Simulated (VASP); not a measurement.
A run of VASP 6.6.1:

The input INCAR:

```
SYSTEM = GdBi2BrO4
PREC = Accurate ; ENCUT = 520
EDIFF = 1E-6 ; ISMEAR = 0
SIGMA = 0.02 ; LREAL = Auto
LASPH = .True. ; NELM = 150
ALGO = Normal ; ISIF = 2
LWAVE = .False. ; LCHARG = .True.
ISPIN = 2 ; MAGMOM = 7.55 7.55 0 0 0 0 0 0 0 0 0 0 0 0 0 0
LORBIT = 11 ; LMAXMIX = 6
LDAU = .True. ; LDAUTYPE = 2
LDAUL = 3 -1 -1 -1 ; LDAUU = 3 0 0 0
LDAUJ = 0 0 0 0 ; LDAUPRINT = 1
GGA = PS ; LELF = .True.
LVHAR = .True. ; NBANDS = 97
```

Contents of KPOINTS:

```
Automatic mesh
0
Gamma
  3 3 2
  0 0 0.5
```

File POSCAR:

```
GdBi2BrO4
1.0
    3.8882099713      3.8882099713      0.0000000000
    3.8882099713     -3.8882099713      0.0000000000
    0.0000000000      0.0000000000     -9.1296632568
Gd Bi Br O
2 4 2 8
Direct
    0.5000000000      0.5000000000      0.0000000000
    0.0000000000      0.0000000000      0.0000000000
    0.5000000000      0.0000000000      0.2739780116
    0.0000000000      0.5000000000      0.2739780116
    0.5000000000      0.0000000000      0.7260219884
    0.0000000000      0.5000000000      0.7260219884
    0.5000000000      0.5000000000      0.5000000000
    0.0000000000      0.0000000000      0.5000000000
    0.7500000000      0.7500000000      0.1533868317
    0.2500000000      0.2500000000      0.1533868317
    0.2500000000      0.7500000000      0.1533868317
    0.7500000000      0.2500000000      0.1533868317
    0.2500000000      0.2500000000      0.8466131683
    0.7500000000      0.7500000000      0.8466131683
    0.2500000000      0.7500000000      0.8466131683
    0.7500000000      0.2500000000      0.8466131683
```

Potentials or basis: VASP PAW PBE potentials, release 64 (Gd, Bi_d, Br, O).

Run with:

```bash
$ cat potpaw_PBE.64/Gd/POTCAR potpaw_PBE.64/Bi_d/POTCAR potpaw_PBE.64/Br/POTCAR potpaw_PBE.64/O/POTCAR > POTCAR
$ mpirun -np 1 vasp_std > vasp.out
```

Hardware: 1 thread of Intel Xeon 8259CL, with other jobs on the host.

Q: How long does it take, and how much memory?

A: Run time: 62 min on 1 thread of Intel Xeon 8259CL (shared host), peak memory 0.54 GiB. Counts: scf iterations 91, k points 3.
